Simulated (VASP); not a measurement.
# Ag (Fm-3m) in VASP: further runs, part 2 of 2

VASP 6.6.1. The steps go on from the part before.

## 4. Single point, PBE

This run uses another cell than the first one, of 17.47 Å³/atom, 1.051 times its volume.

The input, INCAR:

```
ALGO = Normal
EDIFF = 1E-7
ENCUT = 520
GGA = PE
ISIF = 2
ISMEAR = -1
LASPH = True
LCHARG = False
LREAL = False
LWAVE = False
NBANDS = 12
NELM = 60
PREC = Accurate
SIGMA = 0.1
```

The input, KPOINTS:

```
k-points
0
Gamma
  11 11 11
```

The input, POSCAR:

```
Ag
1.0
    0.0000000000      2.0596329970      2.0596329970
    2.0596329970      0.0000000000      2.0596329970
    2.0596329970      2.0596329970      0.0000000000
Ag
1
Direct
    0.0000000000      0.0000000000      0.0000000000
```

The run is started by

```bash
> cat potpaw_PBE.64/Ag/POTCAR > POTCAR
> mpirun -np 1 vasp_std > vasp.out
```

It took 6.4 s on 1 thread of Intel Xeon 6975P-C (Granite Rapids), shared host; peak memory 0.14 GiB.

It converged, with:

```yaml
Free_energy: -2.7226 eV
Pressure: 1.7 GPa
```

Levels at points of the mesh, in eV from the Fermi level:
```
           k point  band 2  band 3  band 4  band 5  band 6  band 7  band 8  band 9  band 10  band 11
(0.00, 0.00, 0.00)   -4.94   -4.94   -4.94   -3.95   -3.95   15.76   19.19   19.19    19.19    23.94
```

## 5. Single point, PBE

This run uses another cell than the first one, of 17.90 Å³/atom, 1.077 times its volume.

The input, INCAR:

```
SYSTEM = Ag
  PREC = Accurate
  ENCUT = 520
  EDIFF = 1E-7
  ISMEAR = -1
  SIGMA = 0.1
  LREAL = .FALSE.
  LASPH = .TRUE.
  NELM = 80
  ALGO = Normal
  ISIF = 2
  LWAVE = .FALSE.
  LCHARG = .FALSE.
  GGA = PE
  NBANDS = 12
```

The input, KPOINTS:

```
regular mesh
0
G
  11 11 11
  0 0 0
```

The input, POSCAR:

```
Ag
1.0
    0.0000000000      2.0762436579      2.0762436579
    2.0762436579      0.0000000000      2.0762436579
    2.0762436579      2.0762436579      0.0000000000
Ag
1
Direct
    0.0000000000      0.0000000000      0.0000000000
```

Potentials or basis: VASP PAW PBE potentials, release 64 (Ag).

The run is started by

```bash
> cat potpaw_PBE.64/Ag/POTCAR > POTCAR
> mpirun -np 1 vasp_std > vasp.out
```

OUTCAR:

```text
SYSTEM = Ag
   PREC = Accurate
   ENCUT = 520
   EDIFF = 1E-7
   ISMEAR = -1
   LREAL = .FALSE.
   LASPH = .TRUE.
   NELM = 80
   ISIF = 2
   GGA = PE

 ion  position               nearest neighbor table
   1  0.000  0.000  0.000-

  LATTYP: Found a face centered cubic cell.
 ALAT       =     4.1524873158

  Lattice vectors:

 A1 = (   0.0000000000,   2.0762436579,   2.0762436579)
 A2 = (   2.0762436579,   0.0000000000,   2.0762436579)
[... 539 lines left out ...]
     12      31.6222      0.00000

 [... further k-points ...]

------------------------ aborting loop because EDIFF is reached ----------------------------------------

  FORCE on cell =-STRESS in cart. coord.  units (eV):
  Direction    XX          YY          ZZ          XY          YZ          ZX
  --------------------------------------------------------------------------------------
  -------------------------------------------------------------------------------------
  Total       -0.0558304     -0.0558304     -0.0558304      0.0000000      0.0000000     -0.0000000
  in kB       -4.9970776     -4.9970776     -4.9970776      0.0000000      0.0000000     -0.0000000
  external PRESSURE =      -4.9970776 kB  Pullay stress =       0.0000000 kB

 VOLUME and BASIS-vectors are now :
 -----------------------------------------------------------------------------
  energy-cutoff  :      520.00
  volume of cell :       17.90
      direct lattice vectors                 reciprocal lattice vectors
     0.000000000  2.076243658  2.076243658    -0.240819519  0.240819519  0.240819519
     2.076243658  0.000000000  2.076243658     0.240819519 -0.240819519  0.240819519
     2.076243658  2.076243658  0.000000000     0.240819519  0.240819519 -0.240819519

 POSITION                                       TOTAL-FORCE (eV/Angst)
 -----------------------------------------------------------------------------------
      0.00000      0.00000      0.00000         0.000000      0.000000      0.000000
 -----------------------------------------------------------------------------------
    total drift:                               -0.000000      0.000000      0.000000

  FREE ENERGIE OF THE ION-ELECTRON SYSTEM (eV)
  ---------------------------------------------------
  free  energy   TOTEN  =        -2.7244166422 eV

  energy  without entropy=       -2.7143247865  energy(sigma->0) =       -2.71937071
```

OSZICAR:

```text
N       E                     dE             d eps       ncg     rms          rms(c)
DAV:   1     0.527678773964E+02    0.52768E+02   -0.53802E+03  1344   0.821E+02
DAV:   2    -0.212726519341E+01   -0.54895E+02   -0.51774E+02  1576   0.194E+02
DAV:   3    -0.296448749032E+01   -0.83722E+00   -0.83681E+00  1576   0.251E+01
DAV:   4    -0.296699457450E+01   -0.25071E-02   -0.25070E-02  1560   0.146E+00
DAV:   5    -0.296701507834E+01   -0.20504E-04   -0.20505E-04  1604   0.117E-01    0.459E+00
DAV:   6    -0.273319652131E+01    0.23382E+00   -0.95499E-01  1484   0.867E+00    0.305E+00
DAV:   7    -0.272688313518E+01    0.63134E-02   -0.73222E-03  1560   0.823E-01    0.175E+00
DAV:   8    -0.272440354233E+01    0.24796E-02   -0.71005E-04  1544   0.206E-01    0.788E-02
DAV:   9    -0.272441153483E+01   -0.79925E-05   -0.85508E-06  1596   0.214E-02    0.254E-02
DAV:  10    -0.272441704415E+01   -0.55093E-05   -0.41429E-06  1556   0.193E-02    0.441E-03
DAV:  11    -0.272441669698E+01    0.34718E-06   -0.79702E-08  1340   0.234E-03    0.714E-04
DAV:  12    -0.272441664218E+01    0.54798E-07   -0.70072E-09   880   0.700E-04
   1 F= -.27244166E+01 E0= -.27193707E+01  d E =-.100919E-01
```

Wall time 6.6 s (1 thread of Intel Xeon 6975P-C (Granite Rapids), shared host); peak memory 0.14 GiB.

Results:

```
Free energy : -2.7244 eV
Pressure    : -0.5 GPa
```

## 6. The runs side by side

```tsv
cell	gap on the mesh (eV)	pressure (GPa)
a = 2.865 Å, angles 60.0°, 1 atom	none	7.5
a = 2.889 Å, angles 60.0°, 1 atom	none	4.4
a = 2.913 Å, angles 60.0°, 1 atom	none	1.7
a = 2.936 Å, angles 60.0°, 1 atom	none	-0.5
```

Alike in all rows: task single point; level PBE; potentials or basis VASP PAW PBE potentials, release 64 (Ag); no spin polarisation; k mesh 11 × 11 × 11; cutoff (eV) 520; smearing fermi-dirac 0.1 eV.

Absolute energies hang on the potentials; compare differences alone.
